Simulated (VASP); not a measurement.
# KI (I4/mmm) in VASP: further runs

The runs below take KI through single point, with PBEsol.

All numbers are computed with VASP 6.6.1; they aren't measurements. Logs are shortened: lines on timing, memory, paths and dates and some standing lists are left out, and cuts for length are marked.

### 1 The cell of the first run

It takes space group I4/mmm (No. 139, tetragonal). Conventional cell: a = 5.184 Å, b = 5.184 Å, c = 7.049 Å, α = 90.00°, β = 90.00°, γ = 90.00°. Within 4.6 Å of K (site symmetry 4/mmm) lie 6 I at 3.52 to 3.67 Å. Within 4.6 Å of I (site symmetry 4/mmm) lie 6 K at 3.52 to 3.67 Å.

### 2 Single point, PBEsol (strain +0.040 along x and y, +0.000 along z)

File INCAR:

```
SYSTEM = KI
PREC = Accurate
ENCUT = 520
EDIFF = 1E-7
ISMEAR = 0
SIGMA = 0.05
LREAL = .False.
LASPH = .True.
NELM = 100
ALGO = Normal
ISIF = 2
LWAVE = .False.
LCHARG = .False.
GGA = PS
NBANDS = 15
```

File KPOINTS:

```
Automatic mesh
0
Gamma
  6 6 6
  0 0 0
```

File POSCAR:

```
KI
1.0
    0.0000000000      3.6655320000      3.5245500000
    3.6655320000      0.0000000000      3.5245500000
    3.6655320000      3.6655320000      0.0000000000
K I
1 1
Direct
    0.0000000000      0.0000000000      0.0000000000
    0.5000000000      0.5000000000      0.5000000000
```

Potentials or basis: VASP PAW PBE potentials, release 64 (K_sv, I).

The run is started by

```bash
$ cat potpaw_PBE.64/K_sv/POTCAR potpaw_PBE.64/I/POTCAR > POTCAR
$ mpirun -np 1 vasp_std > vasp.out
```

OUTCAR:

```text
SYSTEM = KI
   PREC = Accurate
   ENCUT = 520
   EDIFF = 1E-7
   ISMEAR = 0
   LREAL = .False.
   LASPH = .True.
   NELM = 100
   ISIF = 2
   GGA = PS

 ion  position               nearest neighbor table
   1  0.000  0.000  0.000-   2 3.52   2 3.52   2 3.67   2 3.67   2 3.67   2 3.67
   2  0.500  0.500  0.500-   1 3.52   1 3.52   1 3.67   1 3.67   1 3.67   1 3.67

  LATTYP: Found a body centered tetragonal cell.
 ALAT       =     5.1838450677
 C/A-ratio  =     1.3598207331

  Lattice vectors:

 A1 = (   0.0000000000,  -3.6655320000,  -3.5245500000)
 A2 = (   0.0000000000,   3.6655320000,  -3.5245500000)
 A3 = (   3.6655320000,   0.0000000000,   3.5245500000)

Analysis of symmetry for initial positions (statically):
=====================================================================
 Subroutine PRICEL returns:
 Original cell was already a primitive cell.

 Routine SETGRP: Setting up the symmetry group for a
 body centered tetragonal supercell.

 Subroutine GETGRP returns: Found 16 space group operations
 (whereof 16 operations were pure point group operations)
 out of a pool of 16 trial point group operations.

The static configuration has the point symmetry D_4h.

Analysis of symmetry for dynamics (positions and initial velocities):
=====================================================================
 Subroutine PRICEL returns:
 Original cell was already a primitive cell.

 Routine SETGRP: Setting up the symmetry group for a
 body centered tetragonal supercell.

 Subroutine GETGRP returns: Found 16 space group operations
 (whereof 16 operations were pure point group operations)
 out of a pool of 16 trial point group operations.

The dynamic configuration has the point symmetry D_4h.

 Subroutine INISYM returns: Found 16 space group operations
 (whereof 16 operations are pure point group operations),
 and found     1 'primitive' translations

----------------------------------------------------------------------------------------

                                     Primitive cell

  volume of cell :      94.7126

  direct lattice vectors                    reciprocal lattice vectors
     0.000000000  3.665532000  3.524550000    -0.136405848  0.136405848  0.141862082
     3.665532000  0.000000000  3.524550000     0.136405848 -0.136405848  0.141862082
     3.665532000  3.665532000  0.000000000     0.136405848  0.136405848 -0.141862082

  length of vectors
     5.085132992  5.085132992  5.183845068     0.239453463  0.239453463  0.239453463

  position of ions in fractional coordinates (direct lattice)
     0.000000000  0.000000000  0.000000000
     0.500000000  0.500000000  0.500000000

  ion indices of the primitive-cell ions
   primitive index   ion index
                 1           1
                 2           2

----------------------------------------------------------------------------------------

 KPOINTS: Automatic mesh

Automatic generation of k-mesh.
 Grid dimensions read from file:
 generate k-points for:    6    6    6

 Generating k-lattice:

  Cartesian coordinates                     Fractional coordinates (reciprocal lattice)
    -0.022734308  0.022734308  0.023643680     0.166666667  0.000000000  0.000000000
     0.022734308 -0.022734308  0.023643680     0.000000000  0.166666667  0.000000000
     0.022734308  0.022734308 -0.023643680    -0.000000000 -0.000000000  0.166666667

  Length of vectors
     0.039908910  0.039908910  0.039908910

  Shift w.r.t. Gamma in fractional coordinates (k-lattice)
     0.000000000  0.000000000  0.000000000

 Subroutine IBZKPT returns following result:
 ===========================================

 Found     30 irreducible k-points:

 Following reciprocal coordinates:
            Coordinates               Weight
  0.000000  0.000000  0.000000      1.000000
  0.166667  0.000000  0.000000      8.000000
  0.333333 -0.000000  0.000000      8.000000
  0.500000  0.000000  0.000000      4.000000
  0.166667  0.166667  0.000000      2.000000
  0.333333  0.166667  0.000000      8.000000
[... 16 lines left out ...]
  0.333333  0.000000  0.333333      4.000000
  0.500000  0.000000  0.333333     16.000000
 [... further k-points ...]
   k-points           NKPTS =     30   k-points in BZ     NKDIM =     30   number of bands    NBANDS=     15
   number of dos      NEDOS =    301   number of ions     NIONS =      2
   total plane-waves  NPLWV =  64000
   dimension x,y,z NGX =    40 NGY =   40 NGZ =   40
   dimension x,y,z NGXF=    80 NGYF=   80 NGZF=   80
   ions per type =               1   1
   NGX,Y,Z   is equivalent  to a cutoff of  13.08, 13.08, 12.83 a.u.
   NGXF,Y,Z  is equivalent  to a cutoff of  26.15, 26.15, 25.66 a.u.
 SYSTEM =  KI
   PREC   = accura    normal or accurate (medium, high low for compatibility)
   ISTART =      0    job   : 0-new  1-cont  2-samecut
   ICHARG =      2    charge: 1-file 2-atom 10-const
   ISPIN  =      1    spin polarized calculation?
   LNONCOLLINEAR =      F non collinear calculations
   LSORBIT =      F    spin-orbit coupling
   LASPH  =      T    aspherical Exc in radial PAW
   ENCUT  =  520.0 eV  38.22 Ry    6.18 a.u.   9.45  9.45  9.64*2*pi/ulx,y,z
   NELM   =    100;   NELMIN=  2; NELMDL= -5     # of ELM steps
   EDIFF  = 0.1E-06   stopping-criterion for ELM
   LREAL  =      F    real-space projection
   EDIFFG = 0.1E-05   stopping-criterion for IOM
   NSW    =      0    number of steps for IOM
   IBRION =     -1    ionic relax: 0-MD 1-quasi-New 2-CG
   NFREE  =      0    steps in history (QN), initial steepest desc. (CG)
   ISIF   =      2    stress and relaxation
   ISYM   =      2    0-nonsym 1-usesym 2-fastsym
   POTIM  = 0.5000    time-step for ionic-motion
   TEBEG  =    0.0;   TEEND  =   0.0 temperature during run
   PSTRESS=    0.0 pullay stress
   NELECT =      16.0000    total number of electrons
   NUPDOWN=      -1.0000    fix difference up-down
   EMIN   =  10.00;   EMAX   =-10.00  energy-range for DOS
   EFERMI =   0.00;   METHOD = LEGACY
   ISMEAR =     0;   SIGMA  =   0.05  broadening in eV -4-tet -1-fermi 0-gaus
   EFERMI_NEDOS =   21; number of points for ismear=-14 and -15
   IALGO  =     38    algorithm
   IMIX   =      4    mixing-type and parameters
     AMIX     =   0.40;   BMIX     =  1.00
     AMIX_MAG =   1.60;   BMIX_MAG =  1.00
  volume/ion in A,a.u.               =      47.36       319.58
  Fermi-wavevector in a.u.,A,eV,Ry     =   0.904994  1.710190 11.143358  0.819014
  Thomas-Fermi vector in A             =   2.028508
   LORBIT       =      0    0 simple, 1 ext, 2 COOP (PROOUT), +10 PAW based schemes
   GGA     = PS    functional components
   LHFCALC =     F    Hartree Fock is set to
   AEXX    =    0.0000 exact exchange contribution
   IVDW    =     0    specifies the selected vdW correction
   LEPSILON=     F    determine dielectric tensor
   LRPA    =     F    only Hartree local field effects (RPA)
 non-spin polarized calculation
 Gauss-broadening in eV      SIGMA  =   0.05
  energy-cutoff  :      520.00
  volume of cell :       94.71
 maximum number of plane-waves:      2589
 NGX is ok and might be reduce to    40
   NGX = 19   NGY = 19   NGZ = 19

 number of electron      16.0000002 magnetization

 Free energy of the ion-electron system (eV)
  ---------------------------------------------------
  ext. energy  EPLUGINS =         0.00000000
  ---------------------------------------------------
  free energy    TOTEN  =        -5.78573167 eV

  energy without entropy =       -5.78573167  energy(sigma->0) =       -5.78573167

 E-fermi :  -0.5385     XC(G=0):  -7.0519

 val. band max:       -0.8549309434   @ k =   0.0000   0.0000   0.0000
 cond. band min:       2.8166735680   @ k =   0.0000   0.0000   0.0000
 fundamental gap:      3.6716045114
 Fermi energy:        -0.5384770799

 k-point     1 :       0.0000    0.0000    0.0000
  band No.  band energies     occupation
      1     -29.3126      2.00000
      2     -12.8563      2.00000
      3     -12.8563      2.00000
      4     -12.8561      2.00000
      5     -11.2939      2.00000
      6      -0.8572      2.00000
      7      -0.8549      2.00000
      8      -0.8549      2.00000
      9       2.8167      0.00000
     10       5.5282      0.00000
     11       5.5282      0.00000
     12       5.7580      0.00000
     13       6.2169      0.00000
     14       6.3721      0.00000
     15       8.6790      0.00000

 k-point     2 :       0.1667    0.0000    0.0000
  band No.  band energies     occupation
      1     -29.3122      2.00000
      2     -12.8852      2.00000
      3     -12.8572      2.00000
      4     -12.8563      2.00000
      5     -11.2393      2.00000
      6      -1.2342      2.00000
      7      -0.9336      2.00000
      8      -0.9317      2.00000
      9       3.4078      0.00000
     10       5.4780      0.00000
     11       5.8061      0.00000
     12       5.9561      0.00000
     13       6.4931      0.00000
     14       6.6591      0.00000
     15       9.5219      0.00000

 k-point     3 :       0.3333   -0.0000    0.0000
  band No.  band energies     occupation
      1     -29.3115      2.00000
      2     -12.9386      2.00000
      3     -12.8591      2.00000
      4     -12.8566      2.00000
      5     -11.1333      2.00000
      6      -1.8103      2.00000
      7      -1.0800      2.00000
      8      -1.0731      2.00000
      9       4.2410      0.00000
     10       5.8922      0.00000
     11       6.4395      0.00000
     12       6.6050      0.00000
     13       7.2588      0.00000
     14       7.4100      0.00000
     15       8.4615      0.00000
[... 343 lines left out ...]
 k-point    23 :       0.3333    0.0000    0.3333
  band No.  band energies     occupation
      1     -29.3112      2.00000
      2     -12.8956      2.00000
      3     -12.8674      2.00000
      4     -12.8645      2.00000
      5     -11.1836      2.00000
      6      -1.6997      2.00000
      7      -1.1235      2.00000
      8      -1.0834      2.00000
      9       4.3472      0.00000
     10       4.5359      0.00000
     11       6.7775      0.00000
     12       6.8956      0.00000
     13       7.6348      0.00000
     14       7.7606      0.00000
     15       8.6113      0.00000

 k-point    24 :       0.5000    0.0000    0.3333
  band No.  band energies     occupation
      1     -29.3109      2.00000
      2     -12.9004      2.00000
      3     -12.8759      2.00000
      4     -12.8659      2.00000
      5     -11.1556      2.00000
      6      -1.7342      2.00000
      7      -1.3224      2.00000
      8      -1.1606      2.00000
      9       4.4533      0.00000
     10       5.0933      0.00000
     11       6.5501      0.00000
     12       7.2056      0.00000
     13       7.7250      0.00000
     14       8.2994      0.00000
     15       8.6245      0.00000

 [... further k-points ...]

------------------------ aborting loop because EDIFF is reached ----------------------------------------

  FORCE on cell =-STRESS in cart. coord.  units (eV):
  Direction    XX          YY          ZZ          XY          YZ          ZX
  --------------------------------------------------------------------------------------
  -------------------------------------------------------------------------------------
  Total       -0.6340352     -0.6340352     -0.2520899      0.0000000      0.0000000      0.0000000
  in kB      -10.7254687    -10.7254687     -4.2644037      0.0000000      0.0000000      0.0000000
  external PRESSURE =      -8.5717804 kB  Pullay stress =       0.0000000 kB

 VOLUME and BASIS-vectors are now :
 -----------------------------------------------------------------------------
  energy-cutoff  :      520.00
  volume of cell :       94.71
      direct lattice vectors                 reciprocal lattice vectors
     0.000000000  3.665532000  3.524550000    -0.136405848  0.136405848  0.141862082
     3.665532000  0.000000000  3.524550000     0.136405848 -0.136405848  0.141862082
     3.665532000  3.665532000  0.000000000     0.136405848  0.136405848 -0.141862082

 POSITION                                       TOTAL-FORCE (eV/Angst)
 -----------------------------------------------------------------------------------
      0.00000      0.00000      0.00000        -0.000000     -0.000000     -0.000000
      3.66553      3.66553      3.52455         0.000000      0.000000      0.000000
 -----------------------------------------------------------------------------------
    total drift:                                0.000000     -0.000000     -0.000000

  FREE ENERGIE OF THE ION-ELECTRON SYSTEM (eV)
  ---------------------------------------------------
  free  energy   TOTEN  =        -5.7857316653 eV

  energy  without entropy=       -5.7857316653  energy(sigma->0) =       -5.78573167
```

It took 53 s on 1 thread of AMD EPYC 7R43 (Zen 3), shared host; peak memory 0.22 GiB.

What came out:

```yaml
Free_energy: -5.7857 eV
Pressure: -0.9 GPa
Band_gap_on_the_k_mesh: 3.67 eV
```

Levels at points of the mesh, in eV from the valence-band top:
| k point | band 6 | band 7 | band 8 | band 9 | band 10 | band 11 |
| --- | --- | --- | --- | --- | --- | --- |
| (0.00, 0.00, 0.00) | 0.00 | 0.00 | 0.00 | 3.67 | 6.38 | 6.38 |
| (0.50, 0.00, 0.00) | -1.19 | -0.29 | -0.28 | 5.32 | 7.38 | 7.79 |
| (0.50, 0.50, 0.00) | -0.89 | -0.37 | -0.37 | 4.92 | 5.55 | 8.06 |
| (0.50, 0.00, 0.50) | -0.92 | -0.34 | -0.29 | 4.95 | 5.52 | 7.96 |

Caveat: the cell differs from its parent crystal (strain +0.040 along x and y, +0.000 along z); the PAW data sets were made with another functional, which shifts forces and pressure a little; spin-orbit coupling is left out, which moves the levels of the heavy elements.

### 3 Single point, PBEsol (strain +0.080 along x and y, -0.040 along z)

File INCAR:

```
PREC = Accurate
ENCUT = 520
EDIFF = 1E-7
ISMEAR = 0
SIGMA = 0.05
LREAL = False
LASPH = True
NELM = 80
ALGO = Normal
ISIF = 2
LWAVE = False
LCHARG = True
GGA = PS
LELF = True
LVHAR = True
NBANDS = 15
```

File KPOINTS:

```
regular mesh
0
Gamma
  6 6 6
```

File POSCAR:

```
KI
1.0
    0.0000000000      3.8065140000      3.3835680000
    3.8065140000      0.0000000000      3.3835680000
    3.8065140000      3.8065140000      0.0000000000
K I
1 1
Direct
    0.0000000000      0.0000000000      0.0000000000
    0.5000000000      0.5000000000      0.5000000000
```

Potentials or basis: VASP PAW PBE potentials, release 64 (K_sv, I).

The run is started by

```bash
$ cat potpaw_PBE.64/K_sv/POTCAR potpaw_PBE.64/I/POTCAR > POTCAR
$ mpirun -np 1 vasp_std > vasp.out
```

It took 59 s on 1 thread of AMD EPYC 7R43 (Zen 3), shared host; peak memory 0.22 GiB.

It converged, with:

```yaml
Free_energy: -5.7271 eV
Pressure: -0.7 GPa
Band_gap_on_the_k_mesh: 3.61 eV
```

Stress tensor (GPa, compression positive):
```
-1.41  0.00  0.00
 0.00 -1.41  0.00
 0.00  0.00  0.61
```

Levels at points of the mesh, in eV from the valence-band top:
| k point | band 4 | band 5 | band 6 | band 7 | band 8 | band 9 | band 10 | band 11 | band 12 | band 13 |
| --- | --- | --- | --- | --- | --- | --- | --- | --- | --- | --- |
| (0.00, 0.00, 0.00) | -12.05 | -10.41 | -0.01 | 0.00 | 0.00 | 3.61 | 6.27 | 6.27 | 6.90 | 6.94 |
| (0.50, 0.00, 0.00) | -12.05 | -10.20 | -1.15 | -0.29 | -0.28 | 5.28 | 7.21 | 7.48 | 8.39 | 8.51 |
| (0.50, 0.50, 0.00) | -12.07 | -10.29 | -0.79 | -0.42 | -0.42 | 4.92 | 5.58 | 8.18 | 8.43 | 8.48 |
| (0.50, 0.00, 0.50) | -12.06 | -10.32 | -0.89 | -0.33 | -0.20 | 5.04 | 5.45 | 7.84 | 7.95 | 8.46 |

Caveat: the cell differs from its parent crystal (strain +0.080 along x and y, -0.040 along z); the PAW data sets were made with another functional, which shifts forces and pressure a little; spin-orbit coupling is left out, which moves the levels of the heavy elements.

### 4 Single point, PBEsol (strain +0.080 along x and y, +0.000 along z)

File INCAR:

```
SYSTEM = KI
ALGO = Normal ; EDIFF = 1E-6
ENCUT = 520 ; GGA = PS
ISIF = 2 ; ISMEAR = 0
LASPH = .True. ; LCHARG = .True.
LELF = .True. ; LREAL = .False.
LVHAR = .True. ; LWAVE = .False.
NBANDS = 15 ; NELM = 60
PREC = Accurate ; SIGMA = 0.05
```

File KPOINTS:

```
k-points
0
Gamma
  6 6 6
  0 0 0
```

File POSCAR:

```
KI
1.0
    0.0000000000      3.8065140000      3.5245500000
    3.8065140000      0.0000000000      3.5245500000
    3.8065140000      3.8065140000      0.0000000000
K I
1 1
Direct
    0.0000000000      0.0000000000      0.0000000000
    0.5000000000      0.5000000000      0.5000000000
```

The run is started by

```bash
$ cat potpaw_PBE.64/K_sv/POTCAR potpaw_PBE.64/I/POTCAR > POTCAR
$ mpirun -np 1 vasp_std > vasp.out
```

Run time: 56 s. Hardware: 1 thread of AMD EPYC 7R43 (Zen 3), shared host; peak memory 0.21 GiB.

The run converged. Its results:

```yaml
Free_energy: -5.7253 eV
Pressure: -1.2 GPa
Band_gap_on_the_k_mesh: 3.54 eV
```

Stress tensor (GPa, compression positive):
```
-1.49  0.00  0.00
 0.00 -1.49  0.00
 0.00  0.00 -0.64
```

Levels at points of the mesh, in eV from the valence-band top:
| k point | band 5 | band 6 | band 7 | band 8 | band 9 | band 10 | band 11 | band 12 |
| --- | --- | --- | --- | --- | --- | --- | --- | --- |
| (0.00, 0.00, 0.00) | -10.36 | -0.02 | 0.00 | 0.00 | 3.54 | 6.33 | 6.33 | 6.76 |
| (0.50, 0.00, 0.00) | -10.20 | -1.06 | -0.25 | -0.25 | 5.23 | 7.09 | 7.52 | 8.08 |
| (0.50, 0.50, 0.00) | -10.26 | -0.78 | -0.36 | -0.36 | 4.99 | 5.43 | 8.03 | 8.19 |
| (0.50, 0.00, 0.50) | -10.27 | -0.82 | -0.32 | -0.22 | 5.06 | 5.35 | 7.82 | 7.83 |

Caveat: the cell differs from its parent crystal (strain +0.080 along x and y, +0.000 along z); the PAW data sets were made with another functional, which shifts forces and pressure a little; spin-orbit coupling is left out, which moves the levels of the heavy elements.

### 5 Single point, PBEsol (strain +0.080 along x and y, +0.040 along z)

File INCAR:

```
SYSTEM = KI
PREC = Accurate ; ENCUT = 520
EDIFF = 1E-6 ; ISMEAR = 0
SIGMA = 0.05 ; LREAL = .FALSE.
LASPH = .TRUE. ; NELM = 80
ALGO = Normal ; ISIF = 2
LWAVE = .FALSE. ; LCHARG = .FALSE.
GGA = PS ; NBANDS = 15
```

File KPOINTS:

```
regular mesh
0
G
  6 6 6
  0 0 0
```

File POSCAR:

```
KI
1.0
    0.0000000000      3.8065140000      3.6655320000
    3.8065140000      0.0000000000      3.6655320000
    3.8065140000      3.8065140000      0.0000000000
K I
1 1
Direct
    0.0000000000      0.0000000000      0.0000000000
    0.5000000000      0.5000000000      0.5000000000
```

The run is started by

```bash
$ cat potpaw_PBE.64/K_sv/POTCAR potpaw_PBE.64/I/POTCAR > POTCAR
$ mpirun -np 1 vasp_std > vasp.out
```

It took 51 s on 1 thread of AMD EPYC 7R43 (Zen 3), shared host; peak memory 0.21 GiB.

It converged, with:

```
Free energy            : -5.6994 eV
Pressure               : -1.5 GPa
Band gap on the k mesh : 3.47 eV
```

Stress tensor (GPa, compression positive):
```
-1.56  0.00  0.00
 0.00 -1.56  0.00
 0.00  0.00 -1.32
```

Levels at points of the mesh, in eV from the valence-band top:
| k point | band 5 | band 6 | band 7 | band 8 | band 9 | band 10 | band 11 | band 12 |
| --- | --- | --- | --- | --- | --- | --- | --- | --- |
| (0.00, 0.00, 0.00) | -10.31 | -0.01 | 0.00 | 0.00 | 3.47 | 6.40 | 6.40 | 6.60 |
| (0.50, 0.00, 0.00) | -10.19 | -0.98 | -0.22 | -0.22 | 5.19 | 6.96 | 7.57 | 7.82 |
| (0.50, 0.50, 0.00) | -10.22 | -0.75 | -0.31 | -0.31 | 5.06 | 5.31 | 7.90 | 7.91 |
| (0.50, 0.00, 0.50) | -10.23 | -0.76 | -0.30 | -0.24 | 5.09 | 5.27 | 7.73 | 7.81 |

Caveat: the cell differs from its parent crystal (strain +0.080 along x and y, +0.040 along z); the PAW data sets were made with another functional, which shifts forces and pressure a little; spin-orbit coupling is left out, which moves the levels of the heavy elements.

### 6 The runs side by side

| cell | gap on the mesh (eV) | pressure (GPa) |
| --- | --- | --- |
| a = 5.085, b = 5.085, c = 5.184 Å, angles 59.4, 59.4, 61.3°, 2 atoms | 3.67 | -0.9 |
| a = 5.093, b = 5.093, c = 5.383 Å, angles 58.1, 58.1, 63.8°, 2 atoms | 3.61 | -0.7 |
| a = 5.188, b = 5.188, c = 5.383 Å, angles 58.7, 58.7, 62.5°, 2 atoms | 3.54 | -1.2 |
| a = 5.284, b = 5.284, c = 5.383 Å, angles 59.4, 59.4, 61.2°, 2 atoms | 3.47 | -1.5 |

Alike in all rows: task single point; level PBEsol; potentials or basis VASP PAW PBE potentials, release 64 (K_sv, I); no spin polarisation; k mesh 6 × 6 × 6; cutoff (eV) 520; smearing gaussian 0.05 eV.

Caveats: the PAW data sets were made with another functional, which shifts forces and pressure a little; spin-orbit coupling is left out, which moves the levels of the heavy elements.

Total energies depend on the potentials used, so only differences within one code and one set of settings carry meaning.
